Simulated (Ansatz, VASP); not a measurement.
# One calculation of P, two programs

```xyz
2
Lattice="0.0000 2.7115 2.7115 2.7115 0.0000 2.7115 2.7115 2.7115 0.0000" Properties=species:S:1:pos:R:3 pbc="T T T"
P     0.6779    0.6779    0.6779
P     4.7452    4.7452    4.7452
```

Alike in both runs: task single point; functional r2SCAN; k mesh 11 × 11 × 11; occupations fermi-dirac, width 0.1 eV; no spin polarisation.

|  | VASP | Ansatz |
| --- | --- | --- |
| version | VASP 6.6.1 | Ansatz 0.2.0 |
| potentials or method | VASP PAW PBE potentials, release 64 (P), cutoff 520 eV | plane waves (500 eV) with PAW, scalar-relativistic |
| valence electrons in the cell | 10 | 10 |

Ansatz gave:

| Item | Value |
| --- | --- |
| pressure (GPa) | 0.1 |

Q: Which values does VASP return?

A: Pressure (GPa): -0.1.

VASP's potentials were made for PBE, not for r2SCAN. The functional is the same, so the differences come from potentials, cutoffs and numerics.
